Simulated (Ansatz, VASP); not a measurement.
# Two plane-wave programs on ZrC

```
Zr C
1.0
     0.00000    2.31496    2.35021
     2.31496    0.00000    2.35021
     2.31496    2.31496    0.00000
Zr C
1 1
Cartesian
  2.3150 2.3150 2.3502
  0.0000 0.0000 0.0000
```

Change from the starting cell: strain -0.015 along x and y, +0.000 along z, atoms carried along.

Alike in both runs: task single point; functional PBE; k mesh 18 × 18 × 18; occupations gaussian, width 0.15 eV; no spin polarisation.

|  | VASP | Ansatz |
| --- | --- | --- |
| version | VASP 6.6.1 | Ansatz 0.2.0 |
| potentials or method | VASP PAW PBE potentials, release 64 (Zr_sv, C), cutoff 520 eV | scalar-relativistic, plane waves, PAW |
| valence electrons in the cell | 16 | 16 |

Ansatz gave:

```
gap on the k mesh at the Fermi level (eV)                     : none
pressure (GPa)                                                : 8.6
traceless stress, the component that is largest in VASP (GPa) : -4.10
```

Estimate VASP's values.

gap on the k mesh at the Fermi level (eV): none; pressure (GPa): 8.9; traceless stress, the component that is largest in VASP (GPa): -4.11.

A gap of «none» marks a metal or a gap that the smearing closes.
